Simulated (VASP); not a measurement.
# Ta2F (P2_1/c) in VASP: a series of runs

Runs on Ta2F. Level: PBE. Tasks: single point, relaxation of cell and atoms.

Program: VASP 6.6.1. These are calculated values, not measurements. Logs are shortened: lines on timing, memory, paths and dates and some standing lists are left out, and cuts for length are marked.

## 1. The cell of the first run

It takes space group P2_1/c (No. 14, monoclinic). The conventional cell has a = 6.493 Å, b = 2.861 Å, c = 5.576 Å, α = 90.00°, β = 102.31°, γ = 90.00°. Ta (site symmetry 1) has 1 F at 2.12 Å and 1 Ta at 2.72 Å within 2.8 Å. Within 2.8 Å of F (site symmetry -1) lie 2 Ta at 2.12 Å.

## 2. Single point, PBE

INCAR

```
SYSTEM = Ta2F
PREC = Accurate
ENCUT = 520
EDIFF = 1E-6
ISMEAR = 0
SIGMA = 0.2
LREAL = .False.
LASPH = .True.
NELM = 60
ALGO = Normal
ISIF = 2
LWAVE = .False.
LCHARG = .False.
GGA = PE
NBANDS = 38
```

KPOINTS

```
Automatic mesh
0
Gamma
  3 5 3
  0 0 0
```

POSCAR

```
Ta2F
1.0
    6.4538600677      0.0000000000     -0.7093923117
    0.0000000000      2.8607950926      0.0000000000
   -0.5868628334      0.0000000000      5.5448297692
Ta F
4 2
Direct
    0.6711411692      0.6343202315      0.4125576569
    0.3288588308      0.1343202315      0.0874423431
    0.3288588308      0.3656797685      0.5874423431
    0.6711411692      0.8656797685      0.9125576569
    0.0000000000      0.0000000000      0.0000000000
    0.0000000000      0.5000000000      0.5000000000
```

Potentials or basis: VASP PAW PBE potentials, release 64 (Ta_pv, F).

Run with:

```sh
> cat potpaw_PBE.64/Ta_pv/POTCAR potpaw_PBE.64/F/POTCAR > POTCAR
> mpirun -np 1 vasp_std > vasp.out
```

OUTCAR:

```text
SYSTEM = Ta2F
   PREC = Accurate
   ENCUT = 520
   EDIFF = 1E-6
   ISMEAR = 0
   LREAL = .False.
   LASPH = .True.
   NELM = 60
   ISIF = 2
   GGA = PE

 ion  position               nearest neighbor table
   1  0.671  0.634  0.413-   6 2.12   3 2.72   4 2.87   4 2.87   2 2.92   2 2.92   3 3.35   4 3.55
                             4 3.55
   2  0.329  0.134  0.087-   5 2.12   4 2.72   3 2.87   3 2.87   1 2.92   1 2.92   4 3.35   3 3.55
                             3 3.55
   3  0.329  0.366  0.587-   6 2.12   1 2.72   2 2.87   2 2.87   4 2.92   4 2.92   1 3.35   2 3.55
                             2 3.55
   4  0.671  0.866  0.913-   5 2.12   2 2.72   1 2.87   1 2.87   3 2.92   3 2.92   2 3.35   1 3.55
                             1 3.55
   5  0.000  0.000  0.000-   2 2.12   4 2.12
   6  0.000  0.500  0.500-   1 2.12   3 2.12

  LATTYP: Found a simple monoclinic cell.
 ALAT       =     5.5757999565
 B/A-ratio  =     0.5130734809
 C/A-ratio  =     1.1644482204
 COS(beta)  =    -0.2132742641

  Lattice vectors:

 A1 = (  -0.5868628334,   0.0000000000,   5.5448297692)
 A2 = (   0.0000000000,  -2.8607950926,   0.0000000000)
 A3 = (   6.4538600677,   0.0000000000,  -0.7093923117)

Analysis of symmetry for initial positions (statically):
=====================================================================
 Subroutine PRICEL returns:
 Original cell was already a primitive cell.

 Routine SETGRP: Setting up the symmetry group for a
 simple monoclinic supercell.

 Subroutine GETGRP returns: Found  4 space group operations
 (whereof  2 operations were pure point group operations)
 out of a pool of  4 trial point group operations.

The static configuration has the point symmetry S_2 .
 The point group associated with its full space group is C_2h.

Analysis of symmetry for dynamics (positions and initial velocities):
=====================================================================
 Subroutine PRICEL returns:
 Original cell was already a primitive cell.

 Routine SETGRP: Setting up the symmetry group for a
 simple monoclinic supercell.

 Subroutine GETGRP returns: Found  4 space group operations
 (whereof  2 operations were pure point group operations)
 out of a pool of  4 trial point group operations.

The dynamic configuration has the point symmetry S_2 .
 The point group associated with its full space group is C_2h.

 Subroutine INISYM returns: Found  4 space group operations
 (whereof  2 operations are pure point group operations),
 and found     1 'primitive' translations

----------------------------------------------------------------------------------------

                                     Primitive cell

  volume of cell :     101.1841

  direct lattice vectors                    reciprocal lattice vectors
     6.453860068  0.000000000 -0.709392312     0.156769833  0.000000000  0.016592464
     0.000000000  2.860795093  0.000000000     0.000000000  0.349553172  0.000000000
    -0.586862833  0.000000000  5.544829769     0.020056759  0.000000000  0.182470988

  length of vectors
     6.492730337  2.860795093  5.575799956     0.157645458  0.349553172  0.183569973

  position of ions in fractional coordinates (direct lattice)
     0.671141169  0.634320231  0.412557657
     0.328858831  0.134320231  0.087442343
     0.328858831  0.365679769  0.587442343
     0.671141169  0.865679769  0.912557657
     0.000000000  0.000000000  0.000000000
     0.000000000  0.500000000  0.500000000

  ion indices of the primitive-cell ions
   primitive index   ion index
                 1           1
                 2           2
                 3           3
                 4           4
                 5           5
                 6           6

----------------------------------------------------------------------------------------

 KPOINTS: Automatic mesh

Automatic generation of k-mesh.
 Grid dimensions read from file:
 generate k-points for:    3    5    3

 Generating k-lattice:

  Cartesian coordinates                     Fractional coordinates (reciprocal lattice)
     0.052256611  0.000000000  0.005530821     0.333333333  0.000000000  0.000000000
     0.000000000  0.069910634  0.000000000     0.000000000  0.200000000  0.000000000
     0.006685586  0.000000000  0.060823663    -0.000000000  0.000000000  0.333333333

  Length of vectors
     0.052548486  0.069910634  0.061189991

  Shift w.r.t. Gamma in fractional coordinates (k-lattice)
     0.000000000  0.000000000  0.000000000

 Subroutine IBZKPT returns following result:
 ===========================================

 Found     15 irreducible k-points:

 Following reciprocal coordinates:
            Coordinates               Weight
  0.000000  0.000000  0.000000      1.000000
  0.333333  0.000000  0.000000      2.000000
  0.000000  0.200000  0.000000      2.000000
  0.333333  0.200000  0.000000      4.000000
  0.000000  0.400000  0.000000      2.000000
  0.333333  0.400000  0.000000      4.000000
  0.000000  0.000000  0.333333      2.000000
  0.333333  0.000000  0.333333      2.000000
 -0.333333  0.000000  0.333333      2.000000
  0.000000  0.200000  0.333333      4.000000
  0.333333  0.200000  0.333333      4.000000
 -0.333333  0.200000  0.333333      4.000000
  0.000000  0.400000  0.333333      4.000000
  0.333333  0.400000  0.333333      4.000000
 -0.333333  0.400000  0.333333      4.000000
   k-points           NKPTS =     15   k-points in BZ     NKDIM =     15   number of bands    NBANDS=     38
   number of dos      NEDOS =    301   number of ions     NIONS =      6
   total plane-waves  NPLWV =  48384
   dimension x,y,z NGX =    48 NGY =   24 NGZ =   42
   dimension x,y,z NGXF=    96 NGYF=   48 NGZF=   84
   ions per type =               4   2
   NGX,Y,Z   is equivalent  to a cutoff of  12.29, 13.95, 12.52 a.u.
   NGXF,Y,Z  is equivalent  to a cutoff of  24.58, 27.89, 25.05 a.u.
 SYSTEM =  Ta2F
   PREC   = accura    normal or accurate (medium, high low for compatibility)
   ISTART =      0    job   : 0-new  1-cont  2-samecut
   ICHARG =      2    charge: 1-file 2-atom 10-const
   ISPIN  =      1    spin polarized calculation?
   LNONCOLLINEAR =      F non collinear calculations
   LSORBIT =      F    spin-orbit coupling
   LASPH  =      T    aspherical Exc in radial PAW
   ENCUT  =  520.0 eV  38.22 Ry    6.18 a.u.  12.07  5.32 10.37*2*pi/ulx,y,z
   NELM   =     60;   NELMIN=  2; NELMDL= -5     # of ELM steps
   EDIFF  = 0.1E-05   stopping-criterion for ELM
   LREAL  =      F    real-space projection
   EDIFFG = 0.1E-04   stopping-criterion for IOM
   NSW    =      0    number of steps for IOM
   IBRION =     -1    ionic relax: 0-MD 1-quasi-New 2-CG
   NFREE  =      0    steps in history (QN), initial steepest desc. (CG)
   ISIF   =      2    stress and relaxation
   ISYM   =      2    0-nonsym 1-usesym 2-fastsym
   POTIM  = 0.5000    time-step for ionic-motion
   TEBEG  =    0.0;   TEEND  =   0.0 temperature during run
   PSTRESS=    0.0 pullay stress
   NELECT =      58.0000    total number of electrons
   NUPDOWN=      -1.0000    fix difference up-down
   EMIN   =  10.00;   EMAX   =-10.00  energy-range for DOS
   EFERMI =   0.00;   METHOD = LEGACY
   ISMEAR =     0;   SIGMA  =   0.20  broadening in eV -4-tet -1-fermi 0-gaus
   EFERMI_NEDOS =   21; number of points for ismear=-14 and -15
   IALGO  =     38    algorithm
   IMIX   =      4    mixing-type and parameters
     AMIX     =   0.40;   BMIX     =  1.00
     AMIX_MAG =   1.60;   BMIX_MAG =  1.00
  volume/ion in A,a.u.               =      16.86       113.80
  Fermi-wavevector in a.u.,A,eV,Ry     =   1.359920  2.569876 25.162373  1.849382
  Thomas-Fermi vector in A             =   2.486627
   LORBIT       =      0    0 simple, 1 ext, 2 COOP (PROOUT), +10 PAW based schemes
   GGA     = PE    functional components
   LHFCALC =     F    Hartree Fock is set to
   AEXX    =    0.0000 exact exchange contribution
   IVDW    =     0    specifies the selected vdW correction
   LEPSILON=     F    determine dielectric tensor
   LRPA    =     F    only Hartree local field effects (RPA)
 non-spin polarized calculation
 Gauss-broadening in eV      SIGMA  =   0.20
  energy-cutoff  :      520.00
  volume of cell :      101.18
 maximum number of plane-waves:      2740
   NGX = 25   NGY = 11   NGZ = 21

 number of electron      58.0000006 magnetization

 Free energy of the ion-electron system (eV)
  ---------------------------------------------------
  ext. energy  EPLUGINS =         0.00000000
  ---------------------------------------------------
  free energy    TOTEN  =       -55.36109539 eV

  energy without entropy =      -55.27190903  energy(sigma->0) =      -55.31650221

 E-fermi :   4.7918     XC(G=0): -11.3714

 val. band max:        4.5974088571   @ k =   0.3333   0.2000   0.3333
 cond. band min:       4.8021772085   @ k =   0.3333   0.2000   0.3333
 fundamental gap:      0.2047683514
 Fermi energy:         4.7917592314

 k-point     1 :       0.0000    0.0000    0.0000
  band No.  band energies     occupation
      1     -30.3927      2.00000
      2     -30.3016      2.00000
      3     -30.2661      2.00000
      4     -29.7970      2.00000
      5     -29.6811      2.00000
      6     -29.6627      2.00000
[... 30 lines left out ...]
     37       8.0617      0.00000
     38       8.1432      0.00000

 k-point     2 :       0.3333    0.0000    0.0000
  band No.  band energies     occupation
      1     -30.3490      2.00000
      2     -30.2943      2.00000
      3     -30.2751      2.00000
      4     -29.7714      2.00000
      5     -29.7171      2.00000
      6     -29.7072      2.00000
[... 30 lines left out ...]
     37       8.0061      0.00000
     38       8.1906      0.00000
[... 490 lines left out ...]
     37       8.8459      0.00000
     38       9.0314      0.00000

 k-point    15 :      -0.3333    0.4000    0.3333
  band No.  band energies     occupation
      1     -30.2213      2.00000
      2     -30.1798      2.00000
      3     -30.1412      2.00000
      4     -30.0948      2.00000
      5     -29.8952      2.00000
      6     -29.8705      2.00000
[... 30 lines left out ...]
     37       8.4732      0.00000
     38       8.6301      0.00000

------------------------ aborting loop because EDIFF is reached ----------------------------------------

  FORCE on cell =-STRESS in cart. coord.  units (eV):
  Direction    XX          YY          ZZ          XY          YZ          ZX
  --------------------------------------------------------------------------------------
  -------------------------------------------------------------------------------------
  Total       -0.0433691     -0.4536198      0.2042641      0.0000000      0.0000000     -0.1066322
  in kB       -0.6867175     -7.1827399      3.2343732      0.0000000      0.0000000     -1.6884439
  external PRESSURE =      -1.5450281 kB  Pullay stress =       0.0000000 kB

 VOLUME and BASIS-vectors are now :
 -----------------------------------------------------------------------------
  energy-cutoff  :      520.00
  volume of cell :      101.18
      direct lattice vectors                 reciprocal lattice vectors
     6.453860068  0.000000000 -0.709392312     0.156769833  0.000000000  0.016592464
     0.000000000  2.860795093  0.000000000     0.000000000  0.349553172  0.000000000
    -0.586862833  0.000000000  5.544829769     0.020056759  0.000000000  0.182470988

 POSITION                                       TOTAL-FORCE (eV/Angst)
 -----------------------------------------------------------------------------------
      4.08934      1.81466      1.81146        -0.078967     -0.018641      0.027326
      2.07109      0.38426      0.25156         0.078967     -0.018641     -0.027326
      1.77766      1.04613      3.02398         0.078967      0.018641     -0.027326
      3.79591      2.47653      4.58387        -0.078967      0.018641      0.027326
      0.00000      0.00000      0.00000        -0.000000      0.000000      0.000000
     -0.29343      1.43040      2.77241        -0.000000      0.000000     -0.000000
 -----------------------------------------------------------------------------------
    total drift:                                0.000000      0.000000      0.000000

  FREE ENERGIE OF THE ION-ELECTRON SYSTEM (eV)
  ---------------------------------------------------
  free  energy   TOTEN  =       -55.3610953930 eV

  energy  without entropy=      -55.2719090259  energy(sigma->0) =      -55.31650221
```

Wall time 47 s (1 thread of Intel Xeon Platinum 8488C (Sapphire Rapids), shared host); peak memory 0.23 GiB.

What came out:

```
Free energy            : -55.3611 eV
Pressure               : -0.2 GPa
Largest force          : 0.086 eV/Å
Band gap on the k mesh : zero (band 29 reaches 5.33 eV, above the bottom of band 30 at 4.49 eV)
```

Forces in eV/Å, atoms in the order of the input:
```
Ta  -0.079 -0.019  0.027
Ta   0.079 -0.019 -0.027
Ta   0.079  0.019 -0.027
Ta  -0.079  0.019  0.027
F    0.000  0.000  0.000
F    0.000  0.000  0.000
```

Stress tensor (GPa, compression positive):
```
-0.07  0.00 -0.17
 0.00 -0.72  0.00
-0.17  0.00  0.32
```

Levels at points of the mesh, in eV from the Fermi level:
```tsv
k point	band 25	band 26	band 27	band 28	band 29	band 30	band 31	band 32	band 33	band 34
(0.00, 0.00, 0.00)	-2.31	-1.90	-1.12	-0.64	0.41	0.80	1.17	1.35	1.82	1.90
```

Caveat: the k points lie up to 0.44 Å⁻¹ apart; spin-orbit coupling is left out, which moves the levels of the heavy elements.

## 3. Single point, PBE

This run uses another cell than the first one, of 16.26 Å³/atom, 0.964 times its volume.

INCAR

```
SYSTEM = Ta2F
ALGO = Normal
EDIFF = 1E-6
ENCUT = 520
GGA = PE
ISIF = 2
ISMEAR = 0
LASPH = .True.
LCHARG = .False.
LREAL = .False.
LWAVE = .False.
NBANDS = 38
NELM = 100
PREC = Accurate
SIGMA = 0.1
```

KPOINTS

```
k-points
0
Gamma
  6 10 6
  0 0 0
```

POSCAR

```
Ta2F
1.0
    6.7727507316      0.0000000000      0.1047373297
    0.0000000000      2.7729350360      0.0000000000
   -1.1525852616      0.0000000000      5.1779525522
Ta F
4 2
Direct
    0.6861811113      0.6150372118      0.4187494949
    0.3138188887      0.1150372118      0.0812505051
    0.3138188887      0.3849627882      0.5812505051
    0.6861811113      0.8849627882      0.9187494949
    0.0000000000      0.0000000000      0.0000000000
    0.0000000000      0.5000000000      0.5000000000
```

Potentials or basis: VASP PAW PBE potentials, release 64 (Ta_pv, F).

Run with:

```sh
> cat potpaw_PBE.64/Ta_pv/POTCAR potpaw_PBE.64/F/POTCAR > POTCAR
> mpirun -np 1 vasp_std > vasp.out
```

Run time: 6.7 min. Hardware: 1 thread of Intel Xeon 6975P-C, shared host; peak memory 0.45 GiB.

Results (log left out):

| Item | Value |
| --- | --- |
| Free energy | -55.4130 eV |
| Pressure | 0.1 GPa |
| Largest force | 0.029 eV/Å |
| Band gap on the k mesh | zero (band 29 reaches 6.50 eV, above the bottom of band 30 at 4.18 eV) |

Forces on the atoms (eV/Å):
```
Ta  -0.028  0.003 -0.004
Ta   0.028  0.003  0.004
Ta   0.028 -0.003  0.004
Ta  -0.028 -0.003 -0.004
F    0.000  0.000  0.000
F    0.000  0.000  0.000
```

Stress tensor (GPa, compression positive):
```
 0.27  0.00  0.09
 0.00 -0.02  0.00
 0.09  0.00 -0.02
```

Levels at points of the mesh, in eV from the Fermi level:
```tsv
k point	band 27	band 28	band 29	band 30	band 31	band 32
(0.00, 0.00, 0.00)	-1.18	-1.11	-0.47	0.97	1.82	2.39
(0.50, 0.00, 0.00)	-1.65	-1.01	-0.04	1.00	1.80	1.82
(0.00, 0.50, 0.00)	-0.90	-0.90	0.31	0.31	0.52	0.52
(0.50, 0.50, 0.00)	-1.12	-1.12	0.43	0.43	0.78	0.78
(0.00, 0.00, 0.50)	-1.28	-1.28	-0.31	-0.31	-0.07	-0.07
(0.50, 0.00, 0.50)	-1.20	-1.20	-0.56	-0.56	0.05	0.05
(0.00, 0.50, 0.50)	-1.15	-1.15	0.99	0.99	2.07	2.07
(0.50, 0.50, 0.50)	-0.46	-0.46	1.64	1.64	1.73	1.73
```

Caveat: spin-orbit coupling is left out, which moves the levels of the heavy elements.

## 4. Single point, PBE

INCAR

```
SYSTEM = Ta2F
PREC = Accurate
ENCUT = 600
EDIFF = 1E-6
ISMEAR = 0
SIGMA = 0.2
LREAL = .False.
LASPH = .True.
NELM = 120
ALGO = Normal
ISIF = 2
LWAVE = .False.
LCHARG = .False.
GGA = PE
NBANDS = 42
GGA_COMPAT = .False.
```

KPOINTS

```
Automatic mesh
0
Gamma
  3 5 3
  0 0 0
```

POSCAR

```
Ta2F
1.0
    6.4538600677      0.0000000000     -0.7093923117
    0.0000000000      2.8607950926      0.0000000000
   -0.5868628334      0.0000000000      5.5448297692
Ta F
4 2
Direct
    0.6711411692      0.6343202315      0.4125576569
    0.3288588308      0.1343202315      0.0874423431
    0.3288588308      0.3656797685      0.5874423431
    0.6711411692      0.8656797685      0.9125576569
    0.0000000000      0.0000000000      0.0000000000
    0.0000000000      0.5000000000      0.5000000000
```

Potentials or basis: VASP PAW PBE potentials, release 64 (Ta_sv_GW, F).

Run with:

```sh
> cat potpaw_PBE.64/Ta_sv_GW/POTCAR potpaw_PBE.64/F/POTCAR > POTCAR
> mpirun -np 1 vasp_std > vasp.out
```

Wall time 50 s (1 thread of Intel Xeon 6975P-C (Granite Rapids), shared host); peak memory 0.26 GiB.

It converged, with:

```yaml
Free_energy: -65.3702 eV
Pressure: -0.5 GPa
Largest_force: 0.085 eV/Å
Band_gap_on_the_k_mesh: zero (band 33 reaches 8.92 eV, above the bottom of band 34 at 8.07 eV)
```

Forces on the atoms (eV/Å):
```
Ta  -0.076 -0.020  0.031
Ta   0.076 -0.020 -0.031
Ta   0.076  0.020 -0.031
Ta  -0.076  0.020  0.031
F    0.000  0.000  0.000
F    0.000  0.000  0.000
```

Stress tensor (GPa, compression positive):
```
-0.56  0.00 -0.17
 0.00 -1.08  0.00
-0.17  0.00  0.00
```

Levels at points of the mesh, in eV from the Fermi level:
| k point | band 29 | band 30 | band 31 | band 32 | band 33 | band 34 | band 35 | band 36 | band 37 | band 38 |
| --- | --- | --- | --- | --- | --- | --- | --- | --- | --- | --- |
| (0.00, 0.00, 0.00) | -2.32 | -1.90 | -1.12 | -0.64 | 0.42 | 0.80 | 1.18 | 1.34 | 1.81 | 1.89 |

Caveat: the k points lie up to 0.44 Å⁻¹ apart; spin-orbit coupling is left out, which moves the levels of the heavy elements.

[end of part 1 of 2]
